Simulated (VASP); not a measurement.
# LiF in VASP: a series of runs, part 2 of 2

VASP 6.6.1. The steps go on from the part before.

## (4) Single point, LDA (equal xy, yz and zx shear strains of +1 %)

File INCAR:

```
SYSTEM = LiF
PREC = Accurate
ENCUT = 520
EDIFF = 1E-6
ISMEAR = -1
SIGMA = 0.03
LREAL = .FALSE.
LASPH = .TRUE.
NELM = 80
ALGO = Normal
ISIF = 2
LWAVE = .FALSE.
LCHARG = .FALSE.
NBANDS = 12
```

File KPOINTS:

```
Automatic mesh
0
G
  10 10 10
  0 0 0
```

File POSCAR:

```
LiF
1.0
    0.0201400000      2.0240700000      2.0240700000
    2.0240700000      0.0201400000      2.0240700000
    2.0240700000      2.0240700000      0.0201400000
Li F
1 1
Direct
    0.0000000000      0.0000000000      0.0000000000
    0.5000000000      0.5000000000      0.5000000000
```

Potentials or basis: VASP PAW LDA potentials, release 64 (Li_sv, F).

Run with:

```
cat potpaw_LDA.64/Li_sv/POTCAR potpaw_LDA.64/F/POTCAR > POTCAR
mpirun -np 1 vasp_std > vasp.out
```

OUTCAR:

```text
SYSTEM = LiF
   PREC = Accurate
   ENCUT = 520
   EDIFF = 1E-6
   ISMEAR = -1
   LREAL = .FALSE.
   LASPH = .TRUE.
   NELM = 80
   ISIF = 2

 ion  position               nearest neighbor table
   1  0.000  0.000  0.000-   2 2.01   2 2.01   2 2.01   2 2.01   2 2.01   2 2.01
   2  0.500  0.500  0.500-   1 2.01   1 2.01   1 2.01   1 2.01   1 2.01   1 2.01

  LATTYP: Found a trigonal (rhomboedric) cell.
 ALAT       =     2.8625380957
 COS(alpha) =     0.5099250056

  Lattice vectors:

 A1 = (   0.0201400000,   2.0240700000,   2.0240700000)
 A2 = (   2.0240700000,   0.0201400000,   2.0240700000)
 A3 = (   2.0240700000,   2.0240700000,   0.0201400000)

Analysis of symmetry for initial positions (statically):
=====================================================================
 Subroutine PRICEL returns:
 Original cell was already a primitive cell.

 Routine SETGRP: Setting up the symmetry group for a
 trigonal (rhombohedral) supercell.

 Subroutine GETGRP returns: Found 12 space group operations
 (whereof 12 operations were pure point group operations)
 out of a pool of 12 trial point group operations.

The static configuration has the point symmetry D_3d.

Analysis of symmetry for dynamics (positions and initial velocities):
=====================================================================
 Subroutine PRICEL returns:
 Original cell was already a primitive cell.

 Routine SETGRP: Setting up the symmetry group for a
 trigonal (rhombohedral) supercell.

 Subroutine GETGRP returns: Found 12 space group operations
 (whereof 12 operations were pure point group operations)
 out of a pool of 12 trial point group operations.

The dynamic configuration has the point symmetry D_3d.

 Subroutine INISYM returns: Found 12 space group operations
 (whereof 12 operations are pure point group operations),
 and found     1 'primitive' translations

----------------------------------------------------------------------------------------

                                     Primitive cell

[... 114 lines left out ...]
   LORBIT       =      0    0 simple, 1 ext, 2 COOP (PROOUT), +10 PAW based schemes
   GGA     = CA    functional components
   LHFCALC =     F    Hartree Fock is set to
   AEXX    =    0.0000 exact exchange contribution
   IVDW    =     0    specifies the selected vdW correction
   LEPSILON=     F    determine dielectric tensor
   LRPA    =     F    only Hartree local field effects (RPA)
 non-spin polarized calculation
  energy-cutoff  :      520.00
  volume of cell :       16.34
 maximum number of plane-waves:       452
 NGX is ok and might be reduce to    24
   NGX = 11   NGY = 11   NGZ = 11

 number of electron      10.0000000 magnetization

 number of electron       9.9999993 magnetization

 Free energy of the ion-electron system (eV)
  ---------------------------------------------------
  ext. energy  EPLUGINS =         0.00000000
  ---------------------------------------------------
  free energy    TOTEN  =       -10.47095921 eV

  energy without entropy =      -10.47095921  energy(sigma->0) =      -10.47095921

 E-fermi :  -0.5023     XC(G=0): -10.6703

 val. band max:       -1.2694746517   @ k =   0.0000   0.0000   0.0000
 cond. band min:       7.5379013436   @ k =   0.0000   0.0000   0.0000
 fundamental gap:      8.8073759953
 Fermi energy:        -0.5023124333

 k-point     1 :       0.0000    0.0000    0.0000
  band No.  band energies     occupation
      1     -41.0495      2.00000
      2     -20.8660      2.00000
      3      -1.3529      2.00000
      4      -1.2695      2.00000
      5      -1.2695      2.00000
      6       7.5379      0.00000
      7      22.0259      0.00000
      8      22.2221      0.00000
      9      22.2221      0.00000
     10      22.2779      0.00000
     11      22.7783      0.00000
     12      22.7783      0.00000
[... 331 lines left out ...]
 k-point    24 :       0.4000    0.3000   -0.0000
  band No.  band energies     occupation
      1     -40.9786      2.00000
      2     -20.3119      2.00000
      3      -3.6891      2.00000
      4      -2.1644      2.00000
      5      -2.1237      2.00000
      6      11.4418      0.00000
      7      15.0427      0.00000
      8      16.8718      0.00000
      9      18.2955      0.00000
     10      19.5535      0.00000
     11      32.3108      0.00000
     12      33.1762      0.00000

 [... further k-points ...]
[... 5 lines left out ...]
  --------------------------------------------------------------------------------------
  -------------------------------------------------------------------------------------
  Total       -0.6806261     -0.6806261     -0.6806261     -0.0628786     -0.0628786     -0.0628786
  in kB      -66.7487719    -66.7487719    -66.7487719     -6.1664849     -6.1664849     -6.1664849
  external PRESSURE =     -66.7487719 kB  Pullay stress =       0.0000000 kB

 VOLUME and BASIS-vectors are now :
 -----------------------------------------------------------------------------
  energy-cutoff  :      520.00
  volume of cell :       16.34
      direct lattice vectors                 reciprocal lattice vectors
     0.020140000  2.024070000  2.024070000    -0.250744910  0.248274517  0.248274517
     2.024070000  0.020140000  2.024070000     0.248274517 -0.250744910  0.248274517
     2.024070000  2.024070000  0.020140000     0.248274517  0.248274517 -0.250744910

 POSITION                                       TOTAL-FORCE (eV/Angst)
 -----------------------------------------------------------------------------------
      0.00000      0.00000      0.00000        -0.000000      0.000000     -0.000000
      2.03414      2.03414      2.03414         0.000000     -0.000000      0.000000
 -----------------------------------------------------------------------------------
    total drift:                               -0.000000     -0.000000      0.000000

  FREE ENERGIE OF THE ION-ELECTRON SYSTEM (eV)
  ---------------------------------------------------
  free  energy   TOTEN  =       -10.4709592066 eV

  energy  without entropy=      -10.4709592066  energy(sigma->0) =      -10.47095921
```

stdout:

```text
POSCAR found type information on POSCAR LiF
 POSCAR found :  2 types and       2 ions
 scaLAPACK will be used
 LDA part: xc-table for (Slater(with rela. corr.)+CA(PZ))
 , standard interpolation
 POSCAR, INCAR and KPOINTS ok, starting setup
 FFT: planning ... GRIDC
 FFT: planning ... GRID_SOFT
 FFT: planning ... GRID
 WAVECAR not read
 entering main loop
```

It took 21 s on 1 thread of Intel Xeon Platinum 8259CL at 2.50GHz (Skylake/Cascade Lake), shared host; peak memory 0.13 GiB.

What came out:

| Property | Result |
| --- | --- |
| Free energy | -10.4710 eV |
| Band gap on the k mesh | 8.81 eV, direct |

Caveat: the cell differs from its parent crystal (equal xy, yz and zx shear strains of +1 %); the cutoff is under 1.25 times the usual one of these potentials, so pressure, stress and relaxed cells hold a basis-set (Pulay) error.

## (5) Single point, LDA (volume scaled by 0.98)

File INCAR:

```
PREC = Accurate
ENCUT = 520
EDIFF = 1E-6
ISMEAR = -1
SIGMA = 0.03
LREAL = False
LASPH = True
NELM = 100
ALGO = Normal
ISIF = 2
LWAVE = False
LCHARG = True
LELF = True
LVHAR = True
NBANDS = 12
```

File KPOINTS:

```
regular mesh
0
Gamma
  10 10 10
```

File POSCAR:

```
LiF
1.0
    0.0000000000      2.0004828142      2.0004828142
    2.0004828142      0.0000000000      2.0004828142
    2.0004828142      2.0004828142      0.0000000000
Li F
1 1
Direct
    0.0000000000      0.0000000000      0.0000000000
    0.5000000000      0.5000000000      0.5000000000
```

Potentials or basis: VASP PAW LDA potentials, release 64 (Li_sv, F).

Run with:

```
cat potpaw_LDA.64/Li_sv/POTCAR potpaw_LDA.64/F/POTCAR > POTCAR
mpirun -np 1 vasp_std > vasp.out
```

OUTCAR:

```text
PREC = Accurate
   ENCUT = 520
   EDIFF = 1E-6
   ISMEAR = -1
   LREAL = False
   LASPH = True
   NELM = 100
   ISIF = 2

 ion  position               nearest neighbor table
   1  0.000  0.000  0.000-   2 2.00   2 2.00   2 2.00   2 2.00   2 2.00   2 2.00
   2  0.500  0.500  0.500-   1 2.00   1 2.00   1 2.00   1 2.00   1 2.00   1 2.00

  LATTYP: Found a face centered cubic cell.
 ALAT       =     4.0009656284

  Lattice vectors:

 A1 = (   0.0000000000,   2.0004828142,   2.0004828142)
 A2 = (   2.0004828142,   0.0000000000,   2.0004828142)
 A3 = (   2.0004828142,   2.0004828142,   0.0000000000)

Analysis of symmetry for initial positions (statically):
=====================================================================
 Subroutine PRICEL returns:
 Original cell was already a primitive cell.

 Routine SETGRP: Setting up the symmetry group for a
 face centered cubic supercell.

 Subroutine GETGRP returns: Found 48 space group operations
 (whereof 48 operations were pure point group operations)
 out of a pool of 48 trial point group operations.

The static configuration has the point symmetry O_h .

Analysis of symmetry for dynamics (positions and initial velocities):
[... 165 lines left out ...]
 fundamental gap:      9.0221164329
 Fermi energy:        -0.4288528258

 k-point     1 :       0.0000    0.0000    0.0000
  band No.  band energies     occupation
      1     -40.8830      2.00000
      2     -20.7963      2.00000
      3      -1.1725      2.00000
      4      -1.1725      2.00000
      5      -1.1725      2.00000
      6       7.8496      0.00000
      7      22.5451      0.00000
      8      22.5451      0.00000
      9      22.5451      0.00000
     10      22.9307      0.00000
     11      22.9307      0.00000
     12      22.9307      0.00000
[... 331 lines left out ...]
 k-point    24 :       0.4000    0.3000    0.0000
  band No.  band energies     occupation
      1     -40.8061      2.00000
      2     -20.2229      2.00000
      3      -3.6302      2.00000
      4      -2.1019      2.00000
      5      -1.9823      2.00000
      6      11.7577      0.00000
      7      15.2962      0.00000
      8      17.1880      0.00000
      9      18.7308      0.00000
     10      19.8118      0.00000
     11      32.8976      0.00000
     12      33.7062      0.00000

 [... further k-points ...]
[... 5 lines left out ...]
  --------------------------------------------------------------------------------------
  -------------------------------------------------------------------------------------
  Total       -0.5450850     -0.5450850     -0.5450850      0.0000000      0.0000000      0.0000000
  in kB      -54.5431691    -54.5431691    -54.5431691      0.0000000      0.0000000      0.0000000
  external PRESSURE =     -54.5431691 kB  Pullay stress =       0.0000000 kB

 VOLUME and BASIS-vectors are now :
 -----------------------------------------------------------------------------
  energy-cutoff  :      520.00
  volume of cell :       16.01
      direct lattice vectors                 reciprocal lattice vectors
     0.000000000  2.000482814  2.000482814    -0.249939663  0.249939663  0.249939663
     2.000482814  0.000000000  2.000482814     0.249939663 -0.249939663  0.249939663
     2.000482814  2.000482814  0.000000000     0.249939663  0.249939663 -0.249939663

 POSITION                                       TOTAL-FORCE (eV/Angst)
 -----------------------------------------------------------------------------------
      0.00000      0.00000      0.00000        -0.000000     -0.000000      0.000000
      2.00048      2.00048      2.00048         0.000000      0.000000      0.000000
 -----------------------------------------------------------------------------------
    total drift:                               -0.000000     -0.000000      0.000000

  FREE ENERGIE OF THE ION-ELECTRON SYSTEM (eV)
  ---------------------------------------------------
  free  energy   TOTEN  =       -10.4833281741 eV

  energy  without entropy=      -10.4833281741  energy(sigma->0) =      -10.48332817
```

stdout:

```text
POSCAR found type information on POSCAR LiF
 POSCAR found :  2 types and       2 ions
 scaLAPACK will be used
 LDA part: xc-table for (Slater(with rela. corr.)+CA(PZ))
 , standard interpolation
 POSCAR, INCAR and KPOINTS ok, starting setup
 FFT: planning ... GRIDC
 FFT: planning ... GRID_SOFT
 FFT: planning ... GRID
 WAVECAR not read
 entering main loop
```

Run time: 3 s. Hardware: 1 thread of Intel Xeon 6975P-C (Granite Rapids), shared host; peak memory 0.12 GiB.

What came out:

| Item | Value |
| --- | --- |
| Free energy | -10.4833 eV |
| Band gap on the k mesh | 9.02 eV, direct |

Caveat: the cutoff is under 1.25 times the usual one of these potentials, so pressure, stress and relaxed cells hold a basis-set (Pulay) error.

## (6) The runs side by side

```tsv
cell	gap on the mesh (eV)
a = 2.820 Å, angles 61.3°, 2 atoms	8.73
a = 2.834 Å, angles 60.7°, 2 atoms	8.78
a = 2.863 Å, angles 59.3°, 2 atoms	8.81
a = 2.829 Å, angles 60.0°, 2 atoms	9.02
```

Alike in all rows: task single point; level LDA; potentials or basis VASP PAW LDA potentials, release 64 (Li_sv, F); no spin polarisation; k mesh 10 × 10 × 10; cutoff (eV) 520; smearing fermi-dirac 0.03 eV.

Caveats: the cutoff is under 1.25 times the usual one of these potentials, so pressure, stress and relaxed cells hold a basis-set (Pulay) error.

Total energies depend on the potentials used, so only differences within one code and one set of settings carry meaning.
